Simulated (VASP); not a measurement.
# BAs (F-43m) in VASP: a series of runs

BAs is run at these levels: PBE, r2SCAN; tasks: single point, relaxation of cell and atoms.

Everything below comes from runs of VASP 6.6.1. Logs are shortened: lines on timing, memory, paths and dates and some standing lists are left out, and cuts for length are marked.

## (1) The cell of the first run

The structure is cubic, space group F-43m (No. 216). Conventional cell: a = 4.964 Å, b = 4.964 Å, c = 4.964 Å, α = 90.00°, β = 90.00°, γ = 90.00°. Within 2.8 Å of B (site symmetry -43m) lie 4 As at 2.15 Å. As (site symmetry -43m) has 4 B at 2.15 Å within 2.8 Å.

## (2) Single point, PBE (15.29 Å³/atom)

The input, INCAR:

```
PREC = Accurate ; ENCUT = 520
EDIFF = 1E-6 ; ISMEAR = 0
SIGMA = 0.02 ; LREAL = F
LASPH = T ; NELM = 80
ALGO = Normal ; ISIF = 2
LWAVE = F ; LCHARG = T
GGA = PE ; LELF = T
LVHAR = T ; NBANDS = 11
```

The input, KPOINTS:

```
regular mesh
0
Gamma
  10 10 10
```

The input, POSCAR:

```
BAs
1.0
    0.0000000000      2.4820649662      2.4820649662
    2.4820649662      0.0000000000      2.4820649662
    2.4820649662      2.4820649662      0.0000000000
B As
1 1
Direct
    0.2500000000      0.2500000000      0.2500000000
    0.5000000000      0.5000000000      0.5000000000
```

Potentials or basis: VASP PAW PBE potentials, release 64 (B, As).

Command:

```
$ cat potpaw_PBE.64/B/POTCAR potpaw_PBE.64/As/POTCAR > POTCAR
$ mpirun -np 1 vasp_std > vasp.out
```

OUTCAR:

```text
PREC = Accurate
   ENCUT = 520
   EDIFF = 1E-6
   ISMEAR = 0
   LREAL = F
   LASPH = T
   NELM = 80
   ISIF = 2
   GGA = PE

 ion  position               nearest neighbor table
   1  0.250  0.250  0.250-   2 2.15   2 2.15   2 2.15   2 2.15
   2  0.500  0.500  0.500-   1 2.15   1 2.15   1 2.15   1 2.15

  LATTYP: Found a face centered cubic cell.
 ALAT       =     4.9641299324

  Lattice vectors:

 A1 = (   0.0000000000,   2.4820649662,   2.4820649662)
 A2 = (   2.4820649662,   0.0000000000,   2.4820649662)
 A3 = (   2.4820649662,   2.4820649662,   0.0000000000)

Analysis of symmetry for initial positions (statically):
=====================================================================
 Subroutine PRICEL returns:
 Original cell was already a primitive cell.

 Routine SETGRP: Setting up the symmetry group for a
 face centered cubic supercell.

 Subroutine GETGRP returns: Found 24 space group operations
 (whereof 24 operations were pure point group operations)
 out of a pool of 48 trial point group operations.

The static configuration has the point symmetry T_d .

Analysis of symmetry for dynamics (positions and initial velocities):
=====================================================================
 Subroutine PRICEL returns:
 Original cell was already a primitive cell.

 Routine SETGRP: Setting up the symmetry group for a
 face centered cubic supercell.

 Subroutine GETGRP returns: Found 24 space group operations
 (whereof 24 operations were pure point group operations)
 out of a pool of 48 trial point group operations.

The dynamic configuration has the point symmetry T_d .

 Subroutine INISYM returns: Found 24 space group operations
 (whereof 24 operations are pure point group operations),
 and found     1 'primitive' translations

----------------------------------------------------------------------------------------

                                     Primitive cell

  volume of cell :      30.5822

  direct lattice vectors                    reciprocal lattice vectors
     0.000000000  2.482064966  2.482064966    -0.201445170  0.201445170  0.201445170
     2.482064966  0.000000000  2.482064966     0.201445170 -0.201445170  0.201445170
     2.482064966  2.482064966  0.000000000     0.201445170  0.201445170 -0.201445170

  length of vectors
     3.510169938  3.510169938  3.510169938     0.348913270  0.348913270  0.348913270

  position of ions in fractional coordinates (direct lattice)
     0.250000000  0.250000000  0.250000000
     0.500000000  0.500000000  0.500000000

  ion indices of the primitive-cell ions
   primitive index   ion index
                 1           1
                 2           2

----------------------------------------------------------------------------------------

 KPOINTS: regular mesh

Automatic generation of k-mesh.
 Grid dimensions read from file:
 generate k-points for:   10   10   10

 Generating k-lattice:

  Cartesian coordinates                     Fractional coordinates (reciprocal lattice)
    -0.020144517  0.020144517  0.020144517     0.100000000  0.000000000  0.000000000
     0.020144517 -0.020144517  0.020144517     0.000000000  0.100000000  0.000000000
     0.020144517  0.020144517 -0.020144517     0.000000000  0.000000000  0.100000000

  Length of vectors
     0.034891327  0.034891327  0.034891327

  Shift w.r.t. Gamma in fractional coordinates (k-lattice)
     0.000000000  0.000000000  0.000000000

 Subroutine IBZKPT returns following result:
 ===========================================

 Found     47 irreducible k-points:

 Following reciprocal coordinates:
            Coordinates               Weight
  0.000000  0.000000  0.000000      1.000000
  0.100000  0.000000  0.000000      8.000000
  0.200000  0.000000  0.000000      8.000000
  0.300000  0.000000  0.000000      8.000000
  0.400000  0.000000  0.000000      8.000000
  0.500000  0.000000  0.000000      4.000000
[... 16 lines left out ...]
  0.300000  0.300000  0.000000      6.000000
  0.400000  0.300000  0.000000     24.000000
 [... further k-points ...]
   k-points           NKPTS =     47   k-points in BZ     NKDIM =     47   number of bands    NBANDS=     11
   number of dos      NEDOS =    301   number of ions     NIONS =      2
   total plane-waves  NPLWV =  21952
   dimension x,y,z NGX =    28 NGY =   28 NGZ =   28
   dimension x,y,z NGXF=    56 NGYF=   56 NGZF=   56
   ions per type =               1   1
   NGX,Y,Z   is equivalent  to a cutoff of  13.26, 13.26, 13.26 a.u.
   NGXF,Y,Z  is equivalent  to a cutoff of  26.52, 26.52, 26.52 a.u.
 SYSTEM =  unknown system
   PREC   = accura    normal or accurate (medium, high low for compatibility)
   ISTART =      0    job   : 0-new  1-cont  2-samecut
   ICHARG =      2    charge: 1-file 2-atom 10-const
   ISPIN  =      1    spin polarized calculation?
   LNONCOLLINEAR =      F non collinear calculations
   LSORBIT =      F    spin-orbit coupling
   LASPH  =      T    aspherical Exc in radial PAW
   ENCUT  =  520.0 eV  38.22 Ry    6.18 a.u.   6.53  6.53  6.53*2*pi/ulx,y,z
   NELM   =     80;   NELMIN=  2; NELMDL= -5     # of ELM steps
   EDIFF  = 0.1E-05   stopping-criterion for ELM
   LREAL  =      F    real-space projection
   EDIFFG = 0.1E-04   stopping-criterion for IOM
   NSW    =      0    number of steps for IOM
   IBRION =     -1    ionic relax: 0-MD 1-quasi-New 2-CG
   NFREE  =      0    steps in history (QN), initial steepest desc. (CG)
   ISIF   =      2    stress and relaxation
   ISYM   =      2    0-nonsym 1-usesym 2-fastsym
   POTIM  = 0.5000    time-step for ionic-motion
   TEBEG  =    0.0;   TEEND  =   0.0 temperature during run
   PSTRESS=    0.0 pullay stress
   NELECT =       8.0000    total number of electrons
   NUPDOWN=      -1.0000    fix difference up-down
   EMIN   =  10.00;   EMAX   =-10.00  energy-range for DOS
   EFERMI =   0.00;   METHOD = LEGACY
   ISMEAR =     0;   SIGMA  =   0.02  broadening in eV -4-tet -1-fermi 0-gaus
   EFERMI_NEDOS =   21; number of points for ismear=-14 and -15
   IALGO  =     38    algorithm
   IMIX   =      4    mixing-type and parameters
     AMIX     =   0.40;   BMIX     =  1.00
     AMIX_MAG =   1.60;   BMIX_MAG =  1.00
  volume/ion in A,a.u.               =      15.29       103.19
  Fermi-wavevector in a.u.,A,eV,Ry     =   1.047004  1.978551 14.914944  1.096217
  Thomas-Fermi vector in A             =   2.181866
   LORBIT       =      0    0 simple, 1 ext, 2 COOP (PROOUT), +10 PAW based schemes
   GGA     = PE    functional components
   LHFCALC =     F    Hartree Fock is set to
   AEXX    =    0.0000 exact exchange contribution
   IVDW    =     0    specifies the selected vdW correction
   LEPSILON=     F    determine dielectric tensor
   LRPA    =     F    only Hartree local field effects (RPA)
 non-spin polarized calculation
 Gauss-broadening in eV      SIGMA  =   0.02
  energy-cutoff  :      520.00
  volume of cell :       30.58
 maximum number of plane-waves:       869
 NGX is ok and might be reduce to    28
   NGX = 13   NGY = 13   NGZ = 13

 number of electron       8.0000001 magnetization

 Free energy of the ion-electron system (eV)
  ---------------------------------------------------
  ext. energy  EPLUGINS =         0.00000000
  ---------------------------------------------------
  free energy    TOTEN  =       -11.32579050 eV

  energy without entropy =      -11.32579050  energy(sigma->0) =      -11.32579050

 E-fermi :   5.0037     XC(G=0): -10.0913

 val. band max:        4.9145725151   @ k =   0.0000   0.0000   0.0000
 cond. band min:       6.2009165981   @ k =   0.4000   0.4000   0.0000
 fundamental gap:      1.2863440831
 Fermi energy:         5.0036855618

 k-point     1 :       0.0000    0.0000    0.0000
  band No.  band energies     occupation
      1      -9.4881      2.00000
      2       4.9146      2.00000
      3       4.9146      2.00000
      4       4.9146      2.00000
      5       8.0548      0.00000
      6       8.0548      0.00000
      7       8.0548      0.00000
      8       8.1908      0.00000
      9      13.9728      0.00000
     10      17.4147      0.00000
     11      17.4147      0.00000

 k-point     2 :       0.1000    0.0000    0.0000
  band No.  band energies     occupation
      1      -9.3410      2.00000
      2       3.5687      2.00000
      3       4.6518      2.00000
      4       4.6518      2.00000
      5       7.8770      0.00000
      6       8.4042      0.00000
      7       8.4042      0.00000
      8       9.4112      0.00000
      9      14.5431      0.00000
     10      16.4814      0.00000
     11      16.4814      0.00000

 k-point     3 :       0.2000    0.0000    0.0000
  band No.  band energies     occupation
      1      -8.9092      2.00000
      2       1.3851      2.00000
      3       4.1411      2.00000
      4       4.1411      2.00000
      5       7.5484      0.00000
      6       9.0590      0.00000
      7       9.0590      0.00000
      8      11.1895      0.00000
      9      15.5163      0.00000
     10      15.8168      0.00000
     11      15.8168      0.00000

 k-point     4 :       0.3000    0.0000    0.0000
  band No.  band energies     occupation
      1      -8.2331      2.00000
      2      -0.6903      2.00000
      3       3.6828      2.00000
      4       3.6828      2.00000
      5       7.2392      0.00000
      6       9.4781      0.00000
      7       9.4781      0.00000
      8      12.6745      0.00000
      9      15.6573      0.00000
     10      16.1632      0.00000
     11      16.1632      0.00000
[... 239 lines left out ...]
 k-point    22 :      -0.2000    0.2000    0.0000
  band No.  band energies     occupation
      1      -7.9992      2.00000
      2      -0.2743      2.00000
      3       1.3119      2.00000
      4       3.7587      2.00000
      5       8.3900      0.00000
      6       9.7342      0.00000
      7      10.4568      0.00000
      8      11.3789      0.00000
      9      14.6390      0.00000
     10      16.8191      0.00000
     11      17.9765      0.00000

 k-point    23 :       0.3000    0.3000    0.0000
  band No.  band energies     occupation
      1      -7.7849      2.00000
      2      -0.1485      2.00000
      3       2.0972      2.00000
      4       2.0972      2.00000
      5       6.3858      0.00000
      6       8.4632      0.00000
      7      12.6619      0.00000
      8      12.6619      0.00000
      9      14.9472      0.00000
     10      18.7417      0.00000
     11      19.4171      0.00000

 k-point    24 :       0.4000    0.3000    0.0000
  band No.  band energies     occupation
      1      -7.1533      2.00000
      2      -1.2468      2.00000
      3       1.3980      2.00000
      4       1.8294      2.00000
      5       6.6639      0.00000
      6       8.2390      0.00000
      7      12.9689      0.00000
      8      13.2447      0.00000
      9      16.0024      0.00000
     10      19.3419      0.00000
     11      20.0611      0.00000

 [... further k-points ...]
[... 5 lines left out ...]
  --------------------------------------------------------------------------------------
  -------------------------------------------------------------------------------------
  Total       -1.8860066     -1.8860066     -1.8860066     -0.0000000     -0.0000000     -0.0000000
  in kB      -98.8062393    -98.8062393    -98.8062393     -0.0000000     -0.0000000     -0.0000000
  external PRESSURE =     -98.8062393 kB  Pullay stress =       0.0000000 kB

 VOLUME and BASIS-vectors are now :
 -----------------------------------------------------------------------------
  energy-cutoff  :      520.00
  volume of cell :       30.58
      direct lattice vectors                 reciprocal lattice vectors
     0.000000000  2.482064966  2.482064966    -0.201445170  0.201445170  0.201445170
     2.482064966  0.000000000  2.482064966     0.201445170 -0.201445170  0.201445170
     2.482064966  2.482064966  0.000000000     0.201445170  0.201445170 -0.201445170

 POSITION                                       TOTAL-FORCE (eV/Angst)
 -----------------------------------------------------------------------------------
      1.24103      1.24103      1.24103        -0.000000     -0.000000     -0.000000
      2.48206      2.48206      2.48206         0.000000      0.000000      0.000000
 -----------------------------------------------------------------------------------
    total drift:                                0.000000      0.000000      0.000000

  FREE ENERGIE OF THE ION-ELECTRON SYSTEM (eV)
  ---------------------------------------------------
  free  energy   TOTEN  =       -11.3257905024 eV

  energy  without entropy=      -11.3257905024  energy(sigma->0) =      -11.32579050
```

Run time: 22 s. Hardware: 1 thread of Intel Xeon Platinum 8259CL at 2.50GHz (Skylake/Cascade Lake), shared host; peak memory 0.16 GiB.

Results:

* Free energy: -11.3258 eV
* Pressure: -9.9 GPa
* Band gap on the k mesh: 1.29 eV (least direct gap 3.14 eV)

Levels at points of the mesh, in eV from the valence-band top:
```csv
k point,band 1,band 2,band 3,band 4,band 5,band 6,band 7,band 8
"(0.00, 0.00, 0.00)",-14.40,0.00,0.00,0.00,3.14,3.14,3.14,3.28
"(0.50, 0.00, 0.00)",-11.93,-7.99,-1.63,-1.63,2.05,4.64,4.64,8.60
"(0.50, 0.50, 0.00)",-10.80,-7.92,-3.62,-3.62,1.54,1.56,10.30,10.30
```

Caveat: the cell stands under tension.

## (3) Single point, r2SCAN

This run uses another cell than the first one, of 13.90 Å³/atom.

The input, POSCAR:

```
BAs
1.0
    0.0000000000      2.4044490725      2.4044490725
    2.4044490725      0.0000000000      2.4044490725
    2.4044490725      2.4044490725      0.0000000000
B As
1 1
Direct
    0.2500000000      0.2500000000      0.2500000000
    0.5000000000      0.5000000000      0.5000000000
```

The input, INCAR.step1:

```
ALGO = Normal ; EDIFF = 1E-4
ENCUT = 520 ; GGA = PE
ISMEAR = 0 ; LASPH = True
LCHARG = False ; LREAL = False
LWAVE = True ; NBANDS = 11
NELM = 100 ; PREC = Accurate
SIGMA = 0.02
```

The input, INCAR.step2:

```
ALGO = Normal ; EDIFF = 1E-6
ENCUT = 520 ; ISIF = 2
ISMEAR = 0 ; ISTART = 1
LASPH = True ; LCHARG = False
LMIXTAU = True ; LREAL = False
LWAVE = False ; METAGGA = R2SCAN
NBANDS = 11 ; NELM = 100
PREC = Accurate ; SIGMA = 0.02
```

The input, KPOINTS:

```
k-points
0
Gamma
  10 10 10
```

Potentials or basis: VASP PAW PBE potentials, release 64 (B, As).

Command:

```
$ cat potpaw_PBE.64/B/POTCAR potpaw_PBE.64/As/POTCAR > POTCAR
$ cp INCAR.step1 INCAR
$ mpirun -np 1 vasp_std > vasp.out
$ cp INCAR.step2 INCAR
$ mpirun -np 1 vasp_std > vasp.out
```

It took 86 s on 1 thread of Intel Xeon Platinum 8259CL at 2.50GHz (Skylake/Cascade Lake), shared host; peak memory 0.17 GiB.

The run converged. Its results:

| Item | Value |
| --- | --- |
| Free energy | -22.2539 eV |
| Pressure | -1.9 GPa |
| Band gap on the k mesh | 1.39 eV (least direct gap 3.42 eV) |

Levels at points of the mesh, in eV from the valence-band top:
```
           k point  band 2  band 3  band 4  band 5  band 6  band 7
(0.00, 0.00, 0.00)    0.00    0.00    0.00    3.42    3.42    3.42
(0.50, 0.00, 0.00)   -9.09   -1.90   -1.90    2.85    5.04    5.04
(0.50, 0.50, 0.00)   -8.95   -4.22   -4.22    1.64    1.71   11.96
```

Caveat: the PAW data sets were made with another functional, which shifts forces and pressure a little. A k mesh can miss the band edges.

## (4) Relaxation of cell and atoms, PBE

This run uses another cell than the first one, of 13.90 Å³/atom.

The input, INCAR:

```
SYSTEM = BAs
ALGO = Normal
EDIFF = 1E-7
EDIFFG = -0.01
ENCUT = 600
GGA = PE
IBRION = 2
ISIF = 3
ISMEAR = 0
LASPH = .True.
LCHARG = .False.
LREAL = .False.
LWAVE = .False.
NELM = 80
NSW = 100
PREC = Accurate
SIGMA = 0.02
```

The input, KPOINTS:

```
k-points
0
Gamma
  10 10 10
  0 0 0
```

POSCAR is that of step 3.

Command:

```
$ cat potpaw_PBE.64/B/POTCAR potpaw_PBE.64/As/POTCAR > POTCAR
$ mpirun -np 1 vasp_std > vasp.out
```

Wall time 49 s (1 thread of Intel Xeon Platinum 8259CL at 2.50GHz (Skylake/Cascade Lake), shared host); peak memory 0.17 GiB.

Results (log left out):

```
Free energy                           : -11.4145 eV
Relaxed volume                        : 13.97 Å³/atom
Relaxed cell                          : a = 3.406 Å, b = 3.406 Å, c = 3.406 Å, α = 60.00°, β = 60.00°, γ = 60.00°
Space group after relaxing (to 0.1 Å) : F-43m (No. 216)
Energy gained by relaxing             : 0.1 meV/atom
Ionic steps                           : 3
Pressure after relaxing               : 0.0 GPa
Band gap on the k mesh                : 1.20 eV (least direct gap 3.25 eV)
```

The path:
```csv
step,energy change (eV),largest force (eV/Å),pressure (GPa),volume (Å³)
1,0.0000,0.0000,0.62,27.80
2,-0.0001,0.0000,-0.41,28.02
3,-0.0002,0.0000,0.01,27.93
```

Final structure:
```
B As
1.0
     0.00000    2.40814    2.40814
     2.40814    0.00000    2.40814
     2.40814    2.40814    0.00000
B As
1 1
Cartesian
  1.2041 1.2041 1.2041
  2.4081 2.4081 2.4081
```

Levels at points of the mesh, in eV from the valence-band top:
| k point | band 1 | band 2 | band 3 | band 4 | band 5 | band 6 | band 7 | band 8 |
| --- | --- | --- | --- | --- | --- | --- | --- | --- |
| (0.00, 0.00, 0.00) | -15.18 | 0.00 | 0.00 | 0.00 | 3.25 | 3.25 | 3.25 | 4.38 |
| (0.50, 0.00, 0.00) | -12.40 | -8.61 | -1.78 | -1.78 | 2.55 | 4.75 | 4.75 | 8.82 |
| (0.50, 0.50, 0.00) | -11.12 | -8.39 | -3.98 | -3.98 | 1.46 | 1.46 | 11.13 | 11.13 |

## (5) Summary

| task | level | cell | cutoff (eV) | gap on the mesh (eV) | pressure (GPa) |
| --- | --- | --- | --- | --- | --- |
| single point | PBE | a = 3.510 Å, angles 60.0°, 2 atoms | 520 | 1.29 | -9.9 |
| single point | r2SCAN | a = 3.400 Å, angles 60.0°, 2 atoms | 520 | 1.39 | -1.9 |
| relaxation of cell and atoms | PBE | relaxed from a = 3.400 Å, angles 60.0°, 2 atoms | 600 | 1.20 | 0.0 |

Alike in all rows: potentials or basis VASP PAW PBE potentials, release 64 (B, As); no spin polarisation; k mesh 10 × 10 × 10; smearing gaussian 0.02 eV.

Caveats: the cell stands under tension (at least some runs); the PAW data sets were made with another functional, which shifts forces and pressure a little (at least some runs).

Absolute energies hang on the potentials; compare differences alone.
